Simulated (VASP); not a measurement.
# BaTiO3 (Amm2) in VASP: notebook

Runs on BaTiO3. Level: PBE+U. Tasks: single point.

All numbers are computed with VASP 6.6.1; they aren't measurements. Logs are shortened: lines on timing, memory, paths and dates and some standing lists are left out, and cuts for length are marked.

## (1) The cell of the first run

The structure is orthorhombic, space group Amm2 (No. 38). Conventional cell: a = 4.008 Å, b = 5.747 Å, c = 5.772 Å, α = 90.00°, β = 90.00°, γ = 90.00°. Ba (site symmetry mm2) has 12 O at 2.79 to 2.98 Å and 8 Ti at 3.46 to 3.57 Å within 3.7 Å. Ti (site symmetry mm2) has 6 O at 1.89 to 2.19 Å within 2.5 Å. Within 3.0 Å of O (site symmetry mm2) lie 2 Ti at 2.01 Å and 4 Ba at 2.79 to 2.98 Å and 8 O at 2.83 to 2.88 Å. Within 2.5 Å of O (site symmetry m) lie 2 Ti at 1.89 to 2.19 Å.

## (2) Single point, PBE+U

INCAR reads:

```
ALGO = Normal
EDIFF = 1E-6
ENCUT = 1340
GGA = PE
GGA_COMPAT = False
ISIF = 2
ISMEAR = 0
LASPH = True
LCHARG = False
LDAU = True
LDAUJ = 0 0 0
LDAUL = -1 2 -1
LDAUPRINT = 1
LDAUTYPE = 2
LDAUU = 0 4 0
LMAXMIX = 4
LREAL = False
LWAVE = False
NBANDS = 28
NELM = 200
PREC = Accurate
SIGMA = 0.05
```

KPOINTS reads:

```
k-points
0
Gamma
  6 6 6
```

POSCAR reads:

```
BaTiO3
1.0
    4.0082194557      0.0000000000      0.0000000000
    0.0000000000      2.8732814668      2.8859183815
    0.0000000000     -2.8732814668      2.8859183815
Ba Ti O
1 1 3
Direct
    0.0000000000      0.0080771855      0.0080771855
    0.5000000000      0.5197092867      0.5197092867
    0.0000000000      0.4916268346      0.4916268346
    0.5000000000      0.4938075389      0.9829991543
    0.5000000000      0.9829991543      0.4938075389
```

Potentials or basis: VASP PAW PBE potentials, release 64 (Ba_sv, Ti_sv, O_h).

Started as:

```sh
$ cat potpaw_PBE.64/Ba_sv/POTCAR potpaw_PBE.64/Ti_sv/POTCAR potpaw_PBE.64/O_h/POTCAR > POTCAR
$ mpirun -np 1 vasp_std > vasp.out
```

OUTCAR:

```text
EDIFF = 1E-6
   ENCUT = 1340
   GGA = PE
   ISIF = 2
   ISMEAR = 0
   LASPH = True
   LREAL = False
   NELM = 200
   PREC = Accurate

 ion  position               nearest neighbor table
   1  0.000  0.008  0.008-   3 2.79   4 2.82   5 2.82   4 2.82   5 2.82   3 2.87   3 2.87   5 2.90
                             4 2.90   5 2.90   4 2.90   3 2.98   2 3.46   2 3.46   2 3.50   2 3.50
   2  0.500  0.520  0.520-   4 1.89   5 1.89   3 2.01   3 2.01   5 2.19   4 2.19   1 3.46   1 3.46
                             1 3.50   1 3.50   1 3.50   1 3.50   1 3.57   1 3.57
   3  0.000  0.492  0.492-   2 2.01   2 2.01   1 2.79   1 2.87   1 2.87   1 2.98
   4  0.500  0.494  0.983-   2 1.89   2 2.19   1 2.82   1 2.82   1 2.90   1 2.90
   5  0.500  0.983  0.494-   2 1.89   2 2.19   1 2.82   1 2.82   1 2.90   1 2.90

  LATTYP: Found a base centered orthorhombic cell.
 ALAT       =     5.7465629336
 B/A-ratio  =     1.0043980775
 C/A-ratio  =     0.6974985747

  Lattice vectors:

 A1 = (   0.0000000000,   2.8732814668,  -2.8859183815)
 A2 = (   0.0000000000,   2.8732814668,   2.8859183815)
 A3 = (   4.0082194557,   0.0000000000,   0.0000000000)

Analysis of symmetry for initial positions (statically):
=====================================================================
 Subroutine PRICEL returns:
 Original cell was already a primitive cell.

 Routine SETGRP: Setting up the symmetry group for a
 base centered orthorhombic supercell.

 Subroutine GETGRP returns: Found  4 space group operations
 (whereof  4 operations were pure point group operations)
 out of a pool of  8 trial point group operations.

The static configuration has the point symmetry C_2v.

Analysis of symmetry for dynamics (positions and initial velocities):
=====================================================================
 Subroutine PRICEL returns:
 Original cell was already a primitive cell.

 Routine SETGRP: Setting up the symmetry group for a
 base centered orthorhombic supercell.

 Subroutine GETGRP returns: Found  4 space group operations
 (whereof  4 operations were pure point group operations)
 out of a pool of  8 trial point group operations.

The dynamic configuration has the point symmetry C_2v.

[... 152 lines left out ...]

  0.1081  0.0000  0.0000  0.0000  0.0000
  0.0000  0.2430  0.0000  0.0000  0.0000
  0.0000  0.0000  0.1365  0.0000 -0.0487
  0.0000  0.0000  0.0000  0.1067  0.0000
  0.0000  0.0000 -0.0487  0.0000  0.2111

spin component  2

  0.1081  0.0000  0.0000  0.0000  0.0000
  0.0000  0.2430  0.0000  0.0000  0.0000
  0.0000  0.0000  0.1365  0.0000 -0.0487
  0.0000  0.0000  0.0000  0.1067  0.0000
  0.0000  0.0000 -0.0487  0.0000  0.2111

 occupancies and eigenvectors

  o =  0.1067  v =  0.0000  0.0000  0.0000  1.0000  0.0000  0.0000  0.0000  0.0000  0.0000  0.0000      0.0000  0.0000  0.0000  0.0000  0.0000  0.0000  0.0000  0.0000  0.0000  0.0000
  o =  0.1067  v =  0.0000  0.0000  0.0000  0.0000  0.0000  0.0000  0.0000  0.0000  1.0000  0.0000      0.0000  0.0000  0.0000  0.0000  0.0000  0.0000  0.0000  0.0000  0.0000  0.0000
  o =  0.1081  v =  1.0000  0.0000  0.0000  0.0000  0.0000  0.0000  0.0000  0.0000  0.0000  0.0000      0.0000  0.0000  0.0000  0.0000  0.0000  0.0000  0.0000  0.0000  0.0000  0.0000
  o =  0.1081  v =  0.0000  0.0000  0.0000  0.0000  0.0000  1.0000  0.0000  0.0000  0.0000  0.0000      0.0000  0.0000  0.0000  0.0000  0.0000  0.0000  0.0000  0.0000  0.0000  0.0000
  o =  0.1124  v =  0.0000  0.0000 -0.8966  0.0000 -0.4428  0.0000  0.0000  0.0000  0.0000  0.0000      0.0000  0.0000  0.0000  0.0000  0.0000  0.0000  0.0000  0.0000  0.0000  0.0000
  o =  0.1124  v =  0.0000  0.0000  0.0000  0.0000  0.0000  0.0000  0.0000 -0.8966  0.0000 -0.4428      0.0000  0.0000  0.0000  0.0000  0.0000  0.0000  0.0000  0.0000  0.0000  0.0000
  o =  0.2352  v =  0.0000  0.0000  0.0000  0.0000  0.0000  0.0000  0.0000 -0.4428  0.0000  0.8966      0.0000  0.0000  0.0000  0.0000  0.0000  0.0000  0.0000  0.0000  0.0000  0.0000
  o =  0.2352  v =  0.0000  0.0000 -0.4428  0.0000  0.8966  0.0000  0.0000  0.0000  0.0000  0.0000      0.0000  0.0000  0.0000  0.0000  0.0000  0.0000  0.0000  0.0000  0.0000  0.0000
  o =  0.2430  v =  0.0000  0.0000  0.0000  0.0000  0.0000  0.0000  1.0000  0.0000  0.0000  0.0000      0.0000  0.0000  0.0000  0.0000  0.0000  0.0000  0.0000  0.0000  0.0000  0.0000
  o =  0.2430  v =  0.0000  1.0000  0.0000  0.0000  0.0000  0.0000  0.0000  0.0000  0.0000  0.0000      0.0000  0.0000  0.0000  0.0000  0.0000  0.0000  0.0000  0.0000  0.0000  0.0000

 number of electron      40.0000000 magnetization

 Free energy of the ion-electron system (eV)
  ---------------------------------------------------
  ext. energy  EPLUGINS =         0.00000000
  ---------------------------------------------------
  free energy    TOTEN  =       -37.33774227 eV

  energy without entropy =      -37.33774227  energy(sigma->0) =      -37.33774227

 E-fermi :   4.4241     XC(G=0): -11.0672

 val. band max:        4.0345866088   @ k =   0.5000   0.5000   0.5000
 cond. band min:       6.5328075162   @ k =   0.0000   0.0000   0.0000
 fundamental gap:      2.4982209074
 Fermi energy:         4.4240575115

 k-point     1 :       0.0000    0.0000    0.0000
  band No.  band energies     occupation
      1     -53.6008      2.00000
      2     -29.7943      2.00000
      3     -29.7839      2.00000
      4     -29.7495      2.00000
      5     -20.8973      2.00000
      6     -12.8236      2.00000
[... 733 lines left out ...]
     27      12.0284      0.00000
     28      12.4043      0.00000

 [... further k-points ...]
[... 5 lines left out ...]
  --------------------------------------------------------------------------------------
  -------------------------------------------------------------------------------------
  Total        1.3150298      1.4983600      1.3300387      0.0000000      0.0000000      0.0000000
  in kB       31.6958555     36.1146206     32.0576104      0.0000000      0.0000000      0.0000000
  external PRESSURE =      33.2893621 kB  Pullay stress =       0.0000000 kB

 VOLUME and BASIS-vectors are now :
 -----------------------------------------------------------------------------
  energy-cutoff  :     1340.00
  volume of cell :       66.47
      direct lattice vectors                 reciprocal lattice vectors
     4.008219456  0.000000000  0.000000000     0.249487337  0.000000000  0.000000000
     0.000000000  2.873281467  2.885918381     0.000000000  0.174017062  0.173255073
     0.000000000 -2.873281467  2.885918381     0.000000000 -0.174017062  0.173255073

 POSITION                                       TOTAL-FORCE (eV/Angst)
 -----------------------------------------------------------------------------------
      0.00000      0.00000      0.04662         0.000000      0.000000     -0.046284
      2.00411      0.00000      2.99968         0.000000      0.000000     -0.555741
      0.00000      0.00000      2.83759         0.000000      0.000000      0.010152
      2.00411     -1.40559      4.26194         0.000000     -0.294039      0.295937
      2.00411      1.40559      4.26194         0.000000      0.294039      0.295937
 -----------------------------------------------------------------------------------
    total drift:                                0.000000      0.000000     -0.000731

  FREE ENERGIE OF THE ION-ELECTRON SYSTEM (eV)
  ---------------------------------------------------
  free  energy   TOTEN  =       -37.3377422692 eV

  energy  without entropy=      -37.3377422692  energy(sigma->0) =      -37.33774227
```

OSZICAR:

```text
N       E                     dE             d eps       ncg     rms          rms(c)
DAV:   1     0.683307851739E+03    0.68331E+03   -0.35540E+04  2912   0.310E+03
DAV:   2     0.825123510354E+02   -0.60080E+03   -0.57435E+03  3000   0.648E+02
DAV:   3    -0.405669779671E+02   -0.12308E+03   -0.11666E+03  4504   0.214E+02
DAV:   4    -0.488108896123E+02   -0.82439E+01   -0.82084E+01  3904   0.536E+01
DAV:   5    -0.491553291047E+02   -0.34444E+00   -0.34414E+00  4624   0.104E+01    0.235E+01
DAV:   6    -0.371169352397E+02    0.12038E+02   -0.56222E+01  4508   0.674E+01    0.891E+00
DAV:   7    -0.374068783211E+02   -0.28994E+00   -0.83612E+00  4072   0.173E+01    0.584E+00
DAV:   8    -0.373283824956E+02    0.78496E-01   -0.11496E+00  3820   0.957E+00    0.220E+00
DAV:   9    -0.373504839964E+02   -0.22102E-01   -0.22932E-01  4012   0.357E+00    0.115E+00
DAV:  10    -0.373520013645E+02   -0.15174E-02   -0.15430E-01  3744   0.234E+00    0.101E+00
DAV:  11    -0.373399291107E+02    0.12072E-01   -0.94348E-02  4528   0.256E+00    0.405E-01
DAV:  12    -0.373379410584E+02    0.19881E-02   -0.68091E-03  3616   0.765E-01    0.158E-01
DAV:  13    -0.373380527756E+02   -0.11172E-03   -0.64586E-03  4172   0.515E-01    0.146E-01
DAV:  14    -0.373377474475E+02    0.30533E-03   -0.13244E-03  4068   0.241E-01    0.451E-02
DAV:  15    -0.373377480811E+02   -0.63361E-06   -0.63354E-05  3524   0.581E-02    0.289E-02
DAV:  16    -0.373377418666E+02    0.62146E-05   -0.34582E-05  4076   0.366E-02    0.740E-03
DAV:  17    -0.373377422692E+02   -0.40266E-06   -0.50094E-06  3340   0.229E-02
   1 F= -.37337742E+02 E0= -.37337742E+02  d E =-.583718E-30
```

stdout:

```text
POSCAR found type information on POSCAR BaTiO
 POSCAR found :  3 types and       5 ions
 scaLAPACK will be used
 LDA part: xc-table for (Slater+PW92), standard interpolation
 POSCAR, INCAR and KPOINTS ok, starting setup
 FFT: planning ... GRIDC
 FFT: planning ... GRID_SOFT
 FFT: planning ... GRID
 WAVECAR not read
 entering main loop
```

Run time: 4.5 min. Hardware: 1 thread of Intel Xeon Platinum 8488C (Sapphire Rapids), shared host; peak memory 0.61 GiB.

Results:

- Free energy: -37.3377 eV
- Pressure: 3.3 GPa
- Largest force: 0.556 eV/Å
- Band gap on the k mesh: 2.50 eV (least direct gap 2.92 eV)

Forces in eV/Å, atoms in the order of the input:
```
Ba   0.000  0.000 -0.046
Ti   0.000  0.000 -0.556
O    0.000  0.000  0.010
O    0.000 -0.294  0.296
O    0.000  0.294  0.296
```

Levels at points of the mesh, in eV from the valence-band top:
| k point | band 16 | band 17 | band 18 | band 19 | band 20 | band 21 | band 22 | band 23 | band 24 | band 25 |
| --- | --- | --- | --- | --- | --- | --- | --- | --- | --- | --- |
| (0.00, 0.00, 0.00) | -1.23 | -1.09 | -0.47 | -0.46 | -0.42 | 2.50 | 2.62 | 2.68 | 4.12 | 4.13 |
| (0.50, 0.00, 0.00) | -2.02 | -1.63 | -1.53 | -1.11 | -1.04 | 2.82 | 3.93 | 4.06 | 4.08 | 5.61 |
| (0.00, 0.50, 0.00) | -1.84 | -1.75 | -1.64 | -0.93 | -0.82 | 2.71 | 3.96 | 3.96 | 4.10 | 5.74 |
| (0.50, 0.50, 0.00) | -2.51 | -1.85 | -0.96 | -0.93 | -0.08 | 3.99 | 4.02 | 4.38 | 4.58 | 7.39 |
| (0.00, 0.50, 0.50) | -2.53 | -1.80 | -0.95 | -0.89 | -0.22 | 3.97 | 4.00 | 4.30 | 4.82 | 7.27 |
| (0.50, 0.50, 0.50) | -2.35 | -2.32 | -0.14 | -0.02 | 0.00 | 4.51 | 4.52 | 4.63 | 6.28 | 6.43 |

Eigenvalues of the final occupation matrices:
```tsv
site	spin	trace	eigenvalues
site 2 d	1	0.81	0.11 0.11 0.11 0.24 0.24
site 2 d	2	0.81	0.11 0.11 0.11 0.24 0.24
```

Caveat: the cell stands under pressure; spin-orbit coupling is left out, which moves the levels of the heavy elements. A k mesh can miss the band edges.

## (3) Single point, PBE+U

INCAR reads:

```
SYSTEM = BaTiO3
  PREC = Accurate
  ENCUT = 520
  EDIFF = 1E-7
  ISMEAR = 0
  SIGMA = 0.02
  LREAL = .FALSE.
  LASPH = .TRUE.
  NELM = 150
  ALGO = Normal
  ISIF = 2
  LWAVE = .FALSE.
  LCHARG = .FALSE.
  LMAXMIX = 4
  LDAU = .TRUE.
  LDAUTYPE = 2
  LDAUL = -1 2 -1
  LDAUU = 0 4 0
  LDAUJ = 0 0 0
  LDAUPRINT = 1
  GGA = PE
  NBANDS = 28
```

KPOINTS reads:

```
Automatic mesh
0
G
  8 8 8
  0 0 0
```

POSCAR reads:

```
BaTiO3
1.0
    4.0082194489      0.0000000000      0.0000000000
    0.0000000000      2.8732814687      2.8859184020
    0.0000000000     -2.8732814687      2.8859184020
Ba Ti O
1 1 3
Direct
    0.0000000000      0.0080771846      0.0080771846
    0.5000000000      0.5197092875      0.5197092875
    0.0000000000      0.4916268328      0.4916268328
    0.5000000000      0.4938075423      0.9829991528
    0.5000000000      0.9829991528      0.4938075423
```

Potentials or basis: VASP PAW PBE potentials, release 64 (Ba_sv, Ti_sv, O).

Started as:

```sh
$ cat potpaw_PBE.64/Ba_sv/POTCAR potpaw_PBE.64/Ti_sv/POTCAR potpaw_PBE.64/O/POTCAR > POTCAR
$ mpirun -np 1 vasp_std > vasp.out
```

Run time: 2.4 min. Hardware: 1 thread of Intel Xeon Platinum 8488C (Sapphire Rapids), shared host; peak memory 0.31 GiB.

It converged, with:

* Free energy: -37.3081 eV
* Pressure: 3.5 GPa
* Largest force: 0.587 eV/Å
* Band gap on the k mesh: 2.49 eV (least direct gap 2.92 eV)

Forces on the atoms (eV/Å):
```
Ba   0.000  0.000 -0.045
Ti   0.000  0.000 -0.587
O    0.000  0.000  0.012
O    0.000 -0.307  0.310
O    0.000  0.307  0.310
```

Stress tensor (GPa, compression positive):
```
3.26 0.00 0.00
0.00 3.76 0.00
0.00 0.00 3.39
```

Levels at points of the mesh, in eV from the valence-band top:
```csv
k point,band 16,band 17,band 18,band 19,band 20,band 21,band 22,band 23,band 24,band 25
"(0.00, 0.00, 0.00)",-1.23,-1.09,-0.47,-0.46,-0.42,2.49,2.62,2.68,4.11,4.12
"(0.50, 0.00, 0.00)",-2.03,-1.63,-1.53,-1.11,-1.04,2.81,3.92,4.06,4.07,5.61
"(0.00, 0.50, 0.00)",-1.84,-1.75,-1.64,-0.94,-0.83,2.70,3.96,3.96,4.10,5.74
"(0.50, 0.50, 0.00)",-2.51,-1.86,-0.96,-0.93,-0.08,3.99,4.02,4.37,4.57,7.39
"(0.00, 0.50, 0.50)",-2.53,-1.80,-0.95,-0.89,-0.22,3.97,4.00,4.29,4.82,7.27
"(0.50, 0.50, 0.50)",-2.35,-2.32,-0.15,-0.02,0.00,4.51,4.52,4.63,6.28,6.43
```

Eigenvalues of the final occupation matrices:
| site | spin | trace | eigenvalues |
| --- | --- | --- | --- |
| site 2 d | 1 | 0.81 | 0.11 0.11 0.11 0.24 0.24 |
| site 2 d | 2 | 0.81 | 0.11 0.11 0.11 0.24 0.24 |

Caveat: the cell stands under pressure; spin-orbit coupling is left out, which moves the levels of the heavy elements. A k mesh can miss the band edges.
